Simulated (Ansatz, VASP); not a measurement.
## One calculation of InSe, two programs

The input INCAR:

```
SYSTEM = InSe
PREC = Accurate ; ENCUT = 400
EDIFF = 1E-6 ; ISMEAR = -1
SIGMA = 0.02 ; LREAL = .False.
LASPH = .True. ; NELM = 120
ALGO = Normal ; ISIF = 2
LWAVE = .False. ; LCHARG = .False.
GGA = PE ; NBANDS = 16
GGA_COMPAT = .False. ; NELMDL = -8
```

Contents of KPOINTS:

```
regular mesh
0
Gamma
  9 9 1
  0 0 0
```

Contents of POSCAR:

```
InSe
1.0
    4.0500000000      0.0000000000      0.0000000000
   -2.0250000000      3.5074028853      0.0000000000
    0.0000000000      0.0000000000     15.9311500000
In Se
1 1
Direct
    0.3333333300      0.6666666700      0.4707758100
    0.6666666700      0.3333333300      0.5285964889
```

Input for Ansatz:

```yaml
crystal:
  lattice:
    - [4.05, 0.0, 0.0]
    - [-2.025, 3.5074028853, 0.0]
    - [0.0, 0.0, 15.93115]
  atoms:
    - { symbol: In, position: [0.33333333, 0.66666667, 0.47077581] }
    - { symbol: Se, position: [0.66666667, 0.33333333, 0.5285964889] }
hamiltonian:
  xc: pbe
  pseudopotentials:
    kind: all_electron
    lapw: { basis_error: 0.0003, muffin_tin_radii: { Se: 1.069, In: 1.159 } }
kpoints:
  mp_grid: { grid: [9, 9, 1] }
scf:
  occupations: { method: fermi_dirac, width: 0.02 }
  convergence: { dr2_threshold: 1.0e-09 }
output:
  eigenvalues: true
  forces: true
```

Alike in both runs: task single point; functional PBE; k mesh 9 × 9 × 1; occupations fermi-dirac, width 0.02 eV; no spin polarisation.

|  | VASP | Ansatz |
| --- | --- | --- |
| version | VASP 6.6.1 | Ansatz 0.2.0 |
| potentials or method | VASP PAW PBE potentials, release 64 (In_d, Se), cutoff 400 eV | all-electron LAPW, scalar-relativistic |

|  | VASP | Ansatz | Ansatz less VASP |
| --- | --- | --- | --- |
| gap on the k mesh at the Fermi level (eV) | none | none | - |
| rms of the force components (eV/Å) | 1.114 | 1.108 | -0.0067 |

Atom by atom the forces differ by 0.007 eV/Å (rms over components). A gap of «none» marks a metal or a gap that the smearing closes. Ansatz ran all-electron here, and VASP with PAW potentials.
